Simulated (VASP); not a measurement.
# RbMg3Zn (Pm-3m) in VASP: further runs

The runs below take RbMg3Zn through single point, with PBE.

All numbers are computed with VASP 6.6.1; they aren't measurements. Logs are shortened: lines on timing, memory, paths and dates and some standing lists are left out, and cuts for length are marked.

## 1. The cell of the first run

Symmetry: Pm-3m, No. 221, cubic system. Conventional cell: a = 4.658 Å, b = 4.658 Å, c = 4.658 Å, α = 90.00°, β = 90.00°, γ = 90.00°. Rb (site symmetry m-3m) has 12 Mg at 3.29 Å and 8 Zn at 4.03 Å within 4.3 Å. Mg (site symmetry 4/mmm) has 2 Zn at 2.33 Å within 3.1 Å. Zn (site symmetry m-3m) has 6 Mg at 2.33 Å within 3.1 Å.

The cell was built from a structure type or drawn by symmetry, and may not be a known phase.

## 2. Single point, PBE

File INCAR:

```
SYSTEM = RbMg3Zn
PREC = Accurate
ENCUT = 520
EDIFF = 1E-7
ISMEAR = 0
SIGMA = 0.1
LREAL = .False.
LASPH = .True.
NELM = 100
ALGO = Normal
ISIF = 2
LWAVE = .False.
LCHARG = .False.
GGA = PE
NBANDS = 22
```

File KPOINTS:

```
regular mesh
0
Gamma
  4 4 4
  0 0 0
```

File POSCAR:

```
RbMg3Zn
1.0
    4.6580531600      0.0000000000      0.0000000000
    0.0000000000      4.6580531600      0.0000000000
    0.0000000000      0.0000000000      4.6580531600
Rb Mg Zn
1 3 1
Direct
    0.5000000000      0.5000000000      0.5000000000
    0.0000000000      0.5000000000      0.0000000000
    0.0000000000      0.0000000000      0.5000000000
    0.5000000000      0.0000000000      0.0000000000
    0.0000000000      0.0000000000      0.0000000000
```

Potentials or basis: VASP PAW PBE potentials, release 64 (Rb_sv, Mg, Zn).

The run is started by

```
$ cat potpaw_PBE.64/Rb_sv/POTCAR potpaw_PBE.64/Mg/POTCAR potpaw_PBE.64/Zn/POTCAR > POTCAR
$ mpirun -np 1 vasp_std > vasp.out
```

OUTCAR:

```text
SYSTEM = RbMg3Zn
   PREC = Accurate
   ENCUT = 520
   EDIFF = 1E-7
   ISMEAR = 0
   LREAL = .False.
   LASPH = .True.
   NELM = 100
   ISIF = 2
   GGA = PE

 ion  position               nearest neighbor table
   1  0.500  0.500  0.500-   2 3.29   3 3.29   4 3.29   2 3.29   4 3.29   3 3.29   4 3.29   4 3.29
                             2 3.29   3 3.29   2 3.29   3 3.29   5 4.03   5 4.03   5 4.03   5 4.03
   2  0.000  0.500  0.000-   5 2.33   5 2.33   4 3.29   1 3.29   1 3.29   3 3.29   3 3.29   4 3.29
                             3 3.29   3 3.29   1 3.29   4 3.29   1 3.29   4 3.29
   3  0.000  0.000  0.500-   5 2.33   5 2.33   4 3.29   1 3.29   2 3.29   4 3.29   2 3.29   1 3.29
                             2 3.29   2 3.29   1 3.29   4 3.29   4 3.29   1 3.29
   4  0.500  0.000  0.000-   5 2.33   5 2.33   3 3.29   1 3.29   1 3.29   3 3.29   1 3.29   2 3.29
                             1 3.29   2 3.29   3 3.29   2 3.29   3 3.29   2 3.29
   5  0.000  0.000  0.000-   2 2.33   3 2.33   4 2.33   3 2.33   2 2.33   4 2.33   1 4.03   1 4.03
                             1 4.03   1 4.03   1 4.03   1 4.03   1 4.03   1 4.03

  LATTYP: Found a simple cubic cell.
 ALAT       =     4.6580531600

  Lattice vectors:

 A1 = (   4.6580531600,   0.0000000000,   0.0000000000)
 A2 = (   0.0000000000,   4.6580531600,   0.0000000000)
 A3 = (   0.0000000000,   0.0000000000,   4.6580531600)

Analysis of symmetry for initial positions (statically):
=====================================================================
 Subroutine PRICEL returns:
 Original cell was already a primitive cell.

 Routine SETGRP: Setting up the symmetry group for a
 simple cubic supercell.

 Subroutine GETGRP returns: Found 48 space group operations
 (whereof 48 operations were pure point group operations)
 out of a pool of 48 trial point group operations.

The static configuration has the point symmetry O_h .

Analysis of symmetry for dynamics (positions and initial velocities):
=====================================================================
 Subroutine PRICEL returns:
 Original cell was already a primitive cell.

 Routine SETGRP: Setting up the symmetry group for a
 simple cubic supercell.

 Subroutine GETGRP returns: Found 48 space group operations
 (whereof 48 operations were pure point group operations)
 out of a pool of 48 trial point group operations.

The dynamic configuration has the point symmetry O_h .

 Subroutine INISYM returns: Found 48 space group operations
 (whereof 48 operations are pure point group operations),
 and found     1 'primitive' translations

[... 88 lines left out ...]
   NSW    =      0    number of steps for IOM
   IBRION =     -1    ionic relax: 0-MD 1-quasi-New 2-CG
   NFREE  =      0    steps in history (QN), initial steepest desc. (CG)
   ISIF   =      2    stress and relaxation
   ISYM   =      2    0-nonsym 1-usesym 2-fastsym
   POTIM  = 0.5000    time-step for ionic-motion
   TEBEG  =    0.0;   TEEND  =   0.0 temperature during run
   PSTRESS=    0.0 pullay stress
   NELECT =      27.0000    total number of electrons
   NUPDOWN=      -1.0000    fix difference up-down
   EMIN   =  10.00;   EMAX   =-10.00  energy-range for DOS
   EFERMI =   0.00;   METHOD = LEGACY
   ISMEAR =     0;   SIGMA  =   0.10  broadening in eV -4-tet -1-fermi 0-gaus
   EFERMI_NEDOS =   21; number of points for ismear=-14 and -15
   IALGO  =     38    algorithm
   IMIX   =      4    mixing-type and parameters
     AMIX     =   0.40;   BMIX     =  1.00
     AMIX_MAG =   1.60;   BMIX_MAG =  1.00
  volume/ion in A,a.u.               =      20.21       136.41
  Fermi-wavevector in a.u.,A,eV,Ry     =   1.054367  1.992464 15.125446  1.111689
  Thomas-Fermi vector in A             =   2.189524
   LORBIT       =      0    0 simple, 1 ext, 2 COOP (PROOUT), +10 PAW based schemes
   GGA     = PE    functional components
   LHFCALC =     F    Hartree Fock is set to
   AEXX    =    0.0000 exact exchange contribution
   IVDW    =     0    specifies the selected vdW correction
   LEPSILON=     F    determine dielectric tensor
   LRPA    =     F    only Hartree local field effects (RPA)
 non-spin polarized calculation
 Gauss-broadening in eV      SIGMA  =   0.10
  energy-cutoff  :      520.00
  volume of cell :      101.07
 maximum number of plane-waves:      2800
 NGX is ok and might be reduce to    36
   NGX = 17   NGY = 17   NGZ = 17

 number of electron      26.9999964 magnetization

 Free energy of the ion-electron system (eV)
  ---------------------------------------------------
  ext. energy  EPLUGINS =         0.00000000
  ---------------------------------------------------
  free energy    TOTEN  =        -3.36272554 eV

  energy without entropy =       -3.35158673  energy(sigma->0) =       -3.35715614

 E-fermi :   3.6876     XC(G=0):  -9.3854

 val. band max:        3.5765342700   @ k =   0.5000   0.5000   0.0000
 cond. band min:       3.7392988983   @ k =   0.5000   0.2500   0.2500
 fundamental gap:      0.1627646283
 Fermi energy:         3.6875818922

 k-point     1 :       0.0000    0.0000    0.0000
  band No.  band energies     occupation
      1     -24.3192      2.00000
      2      -8.5765      2.00000
      3      -8.5765      2.00000
      4      -8.5765      2.00000
      5      -4.8697      2.00000
      6      -4.8697      2.00000
[... 239 lines left out ...]
     21      10.1762      0.00000
     22      10.1762      0.00000

------------------------ aborting loop because EDIFF is reached ----------------------------------------

  FORCE on cell =-STRESS in cart. coord.  units (eV):
  Direction    XX          YY          ZZ          XY          YZ          ZX
  --------------------------------------------------------------------------------------
  -------------------------------------------------------------------------------------
  Total       12.5228207     12.5228207     12.5228207      0.0000000      0.0000000     -0.0000000
  in kB      198.5177868    198.5177868    198.5177868      0.0000000      0.0000000     -0.0000000
  external PRESSURE =     198.5177868 kB  Pullay stress =       0.0000000 kB

 VOLUME and BASIS-vectors are now :
 -----------------------------------------------------------------------------
  energy-cutoff  :      520.00
  volume of cell :      101.07
      direct lattice vectors                 reciprocal lattice vectors
     4.658053160  0.000000000  0.000000000     0.214681964  0.000000000  0.000000000
     0.000000000  4.658053160  0.000000000     0.000000000  0.214681964  0.000000000
     0.000000000  0.000000000  4.658053160     0.000000000  0.000000000  0.214681964

 POSITION                                       TOTAL-FORCE (eV/Angst)
 -----------------------------------------------------------------------------------
      2.32903      2.32903      2.32903         0.000000      0.000000      0.000000
      0.00000      2.32903      0.00000         0.000000      0.000000      0.000000
      0.00000      0.00000      2.32903         0.000000      0.000000      0.000000
      2.32903      0.00000      0.00000         0.000000      0.000000      0.000000
      0.00000      0.00000      0.00000         0.000000      0.000000      0.000000
 -----------------------------------------------------------------------------------
    total drift:                                0.000000      0.000000      0.000000

  FREE ENERGIE OF THE ION-ELECTRON SYSTEM (eV)
  ---------------------------------------------------
  free  energy   TOTEN  =        -3.3627255434 eV

  energy  without entropy=       -3.3515867270  energy(sigma->0) =       -3.35715614
```

OSZICAR:

```text
N       E                     dE             d eps       ncg     rms          rms(c)
DAV:   1     0.149260177955E+03    0.14926E+03   -0.11488E+04   440   0.115E+03
DAV:   2     0.942796883798E+01   -0.13983E+03   -0.13177E+03   460   0.260E+02
DAV:   3    -0.318892083746E+01   -0.12617E+02   -0.12515E+02   602   0.736E+01
DAV:   4    -0.402523016539E+01   -0.83631E+00   -0.83429E+00   690   0.116E+01
DAV:   5    -0.403233894110E+01   -0.71088E-02   -0.71067E-02   542   0.104E+00    0.748E+00
DAV:   6    -0.349151797030E+01    0.54082E+00   -0.17083E+00   518   0.142E+01    0.423E+00
DAV:   7    -0.337791972907E+01    0.11360E+00   -0.41494E-01   574   0.486E+00    0.266E+00
DAV:   8    -0.336493496690E+01    0.12985E-01   -0.81414E-02   542   0.241E+00    0.102E+00
DAV:   9    -0.336293534056E+01    0.19996E-02   -0.12017E-02   538   0.598E-01    0.626E-02
DAV:  10    -0.336273024251E+01    0.20510E-03   -0.14566E-03   530   0.266E-01    0.330E-02
DAV:  11    -0.336272591722E+01    0.43253E-05   -0.10109E-04   520   0.452E-02    0.151E-02
DAV:  12    -0.336272541201E+01    0.50521E-06   -0.91045E-06   648   0.149E-02    0.306E-03
DAV:  13    -0.336272558117E+01   -0.16916E-06   -0.56301E-07   546   0.554E-03    0.248E-03
DAV:  14    -0.336272554337E+01    0.37807E-07   -0.38116E-07   610   0.381E-03
   1 F= -.33627255E+01 E0= -.33571561E+01  d E =-.111388E-01
```

It took 24 s on 1 thread of Intel Xeon 6975P-C (Granite Rapids), shared host; peak memory 0.21 GiB.

Results:

```yaml
Free_energy: -3.3627 eV
Pressure: 19.9 GPa
Band_gap_on_the_k_mesh: zero (an odd number of electrons rules out a gap without spin polarisation)
```

Caveat: the cell stands under pressure.

## 3. Single point, PBE

This run uses another cell than the first one, of 30.23 Å³/atom.

File INCAR:

```
SYSTEM = RbMg3Zn
  PREC = Accurate
  ENCUT = 520
  EDIFF = 1E-7
  ISMEAR = 0
  SIGMA = 0.1
  LREAL = .FALSE.
  LASPH = .TRUE.
  NELM = 100
  ALGO = Normal
  ISIF = 2
  LWAVE = .FALSE.
  LCHARG = .TRUE.
  GGA = PE
  LELF = .TRUE.
  LVHAR = .TRUE.
  NBANDS = 22
```

File KPOINTS:

```
Automatic mesh
0
Gamma
  8 8 8
  0.5 0.5 0.5
```

POSCAR, as its differences from that of step 2:

```diff
@@ -2,5 +2,5 @@
 1.0
-    4.6580531600      0.0000000000      0.0000000000
-    0.0000000000      4.6580531600      0.0000000000
-    0.0000000000      0.0000000000      4.6580531600
+    5.3270752142      0.0000000000      0.0000000000
+    0.0000000000      5.3270752142      0.0000000000
+    0.0000000000      0.0000000000      5.3270752142
 Rb Mg Zn
```

Potentials or basis: VASP PAW PBE potentials, release 64 (Rb_sv, Mg, Zn).

The run is started by

```
$ cat potpaw_PBE.64/Rb_sv/POTCAR potpaw_PBE.64/Mg/POTCAR potpaw_PBE.64/Zn/POTCAR > POTCAR
$ mpirun -np 1 vasp_std > vasp.out
```

Run time: 71 s. Hardware: 1 thread of Intel Xeon 6975P-C (Granite Rapids), shared host; peak memory 0.27 GiB.

Results (log left out):

| Property | Result |
| --- | --- |
| Free energy | -5.7445 eV |
| Pressure | 0.0 GPa |
| Band gap on the k mesh | zero (an odd number of electrons rules out a gap without spin polarisation) |

Levels at points of the mesh, in eV from the Fermi level:
```
           k point  band 9  band 10  band 11  band 12  band 13  band 14  band 15  band 16  band 17  band 18
(0.06, 0.06, 0.06)   -7.52    -6.44    -1.33    -1.25    -1.25    -0.03    -0.03     0.15     3.09     3.09
```
